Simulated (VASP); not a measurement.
Runs of VASP 6.6.1 on As. The structure is that of space group Fm-3m (No. 225), or close to it. The cells are those of the table. 

| task | cell | k mesh | cutoff (eV) | gap on the mesh (eV) | pressure (GPa) | relaxed volume (Å³/atom) |
| --- | --- | --- | --- | --- | --- | --- |
| single point | a = 4.563 Å, angles 60.0°, 3 atoms | 12 × 12 × 12 | 520 | none | (b) | - |
| relaxation of cell and atoms | relaxed from a = 4.593 Å, angles 60.0°, 3 atoms | 12 × 12 × 12 | 600 | none | 0.0 | 22.41 |
| single point | a = 4.745 Å, angles 60.0°, 3 atoms | 4 × 4 × 4 | 520 | none | (a) | - |
| relaxation of cell and atoms | relaxed from a = 4.745 Å, angles 60.0°, 3 atoms | 4 × 4 × 4 | 600 | none | 0.0 | 22.76 |
| single point | a = 4.593 Å, angles 60.0°, 3 atoms | 4 × 4 × 4 | 520 | none | -0.2 | - |

Alike in all rows: level PBE; potentials or basis VASP PAW PBE potentials, release 64 (As); no spin polarisation; smearing gaussian 0.1 eV.

Q: Estimate the missing entries.

A: (a) -5.2; (b) 0.1.

Caveats: some runs use coarse meshes.

A k mesh can miss the band edges, and the runs leave out spin-orbit coupling on As.

A gap of «none» marks levels without a gap at the run's occupations.
